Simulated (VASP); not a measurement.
The system is CdTe.

```xyz
2
Lattice="0.0000 3.2472 3.2472 3.2472 0.0000 3.2472 3.2472 3.2472 0.0000" Properties=species:S:1:pos:R:3 pbc="T T T"
Te    4.8708    4.8708    4.8708
Cd    0.0000    0.0000    0.0000
```

Base run:

- Program: VASP 6.6.1
- Functional: r2SCAN
- Dispersion: D3(BJ)
- Potentials or basis: VASP PAW PBE potentials, release 64 (Te, Cd)
- Cutoff: 520 eV
- k mesh: 7 × 7 × 7
- Occupations: fermi-dirac, width 0.05 eV
- Spin: no spin polarisation

Its results: band gap on the k mesh 1.25 eV, direct; pressure 0.6 GPa.

**Question.** After a change of settings the same cell gave: band gap on the k mesh 0.86 eV, direct; pressure 0.5 GPa. Which change was it?
A. functional from r2SCAN to PBE; dispersion from D3(BJ) to none
B. functional from r2SCAN to RPBE
C. functional from r2SCAN to revPBE; dispersion from D3(BJ) to D4

**Answer.** C.

Caveats: the PAW data sets were made with another functional, which shifts forces and pressure a little; spin-orbit coupling is left out, which moves the levels of the heavy elements.
